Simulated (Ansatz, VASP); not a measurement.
**One calculation of Ge, two programs**

Contents of INCAR:

```
ALGO = Normal
DIPOL = 0.5 0.5 0.377
EDIFF = 1E-6
ENCUT = 520
GGA = PE
IDIPOL = 3
ISIF = 2
ISMEAR = 0
IVDW = 12
LASPH = T
LCHARG = F
LDIPOL = T
LREAL = F
LWAVE = F
NBANDS = 36
NELM = 80
PREC = Accurate
SIGMA = 0.1
```

The input KPOINTS:

```
k-points
0
Gamma
  9 9 1
```

Contents of POSCAR:

```
Ge
1.0
    4.0226895311      0.0000000000      0.0000000000
   -2.0113447656      3.4837513255      0.0000000000
    0.0000000000      0.0000000000     18.8685220517
Ge
4
Direct
    0.3333333333      0.6666666667      0.2747571332
    0.6666666667      0.3333333333      0.2384924472
    0.1111111111      1.2222222222      0.5150653573
    0.4444444444      0.8888888889      0.4788006714
```

Input for Ansatz:

```yaml
crystal:
  lattice:
    - [4.0226895311, 0.0, 0.0]
    - [-2.0113447656, 3.4837513255, 0.0]
    - [0.0, 0.0, 18.8685220517]
  atoms:
    - { symbol: Ge, position: [0.3333333333, 0.6666666667, 0.2747571332] }
    - { symbol: Ge, position: [0.6666666667, 0.3333333333, 0.2384924472] }
    - { symbol: Ge, position: [0.1111111111, 1.2222222222, 0.5150653573] }
    - { symbol: Ge, position: [0.4444444444, 0.8888888889, 0.4788006714] }
basis:
  ecutwfc: 420
kpoints:
  mp_grid: { grid: [9, 9, 1] }
hamiltonian:
  xc: pbe
  pseudopotentials: { kind: paw, azcp: { folder: soft_1 } }
  dispersion: d3bj
scf:
  occupations: { method: gaussian, width: 0.1 }
output:
  forces: true
  eigenvalues: true
efield:
  axis: 3
  dipole_correction: true
  ramp_width: 0.04
```

Alike in both runs: task single point; functional PBE; dispersion D3(BJ); k mesh 9 × 9 × 1; occupations gaussian, width 0.1 eV; no spin polarisation.

|  | VASP | Ansatz |
| --- | --- | --- |
| version | VASP 6.6.1 | Ansatz 0.2.0 |
| potentials or method | VASP PAW PBE potentials, release 64 (Ge_d), cutoff 520 eV | scalar-relativistic, plane waves, PAW |
| valence electrons in the cell | 56 | 56 |

```csv
,VASP,Ansatz,Ansatz less VASP
gap on the k mesh at the Fermi level (eV),0.20,0.20,0.000
least direct gap on the mesh (eV),0.20,0.20,0.000
rms of the force components (eV/Å),0.098,0.098,+0.0003
```

Atom by atom the forces differ by 0.001 eV/Å (rms over components).
